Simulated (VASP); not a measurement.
A run of VASP 6.6.1:

The input INCAR:

```
SYSTEM = TiH5
  PREC = Accurate
  ENCUT = 520
  EDIFF = 1E-6
  ISMEAR = 0
  SIGMA = 0.1
  LREAL = .FALSE.
  LASPH = .TRUE.
  NELM = 60
  ALGO = Normal
  ISIF = 2
  LWAVE = .FALSE.
  LCHARG = .TRUE.
  GGA = PE
  LELF = .TRUE.
  LVHAR = .TRUE.
  NBANDS = 18
```

Contents of KPOINTS:

```
regular mesh
0
G
  6 6 4
  0 0 0
```

Contents of POSCAR:

```
TiH5
1.0
    3.5948005000      0.0000000000      0.0000000000
   -1.7974002500      3.1131885600      0.0000000000
    0.0000000000      0.0000000000      4.4471743200
Ti H
1 5
Direct
    0.0000000000      0.0000000000      0.0000000000
    0.3333333300      0.6666666700      0.6476237400
    0.6666666700      0.3333333300      0.6476237400
    0.6666666700      0.3333333300      0.3523762600
    0.3333333300      0.6666666700      0.3523762600
    0.0000000000      0.0000000000      0.5000000000
```

Potentials or basis: VASP PAW PBE potentials, release 64 (Ti_sv, H).

Launch:

```bash
$ cat potpaw_PBE.64/Ti_sv/POTCAR potpaw_PBE.64/H/POTCAR > POTCAR
$ mpirun -np 1 vasp_std > vasp.out
```

Hardware: 1 thread of Intel(R) Xeon(R) 6975P-C (Granite Rapids) (shared host).

**Question.** How long does it take, and how much memory?

**Answer.** Wall time 12 s on 1 thread of Intel(R) Xeon(R) 6975P-C (Granite Rapids), on a shared host, peak memory 0.17 GiB. Counts: scf iterations 19, k points 21.
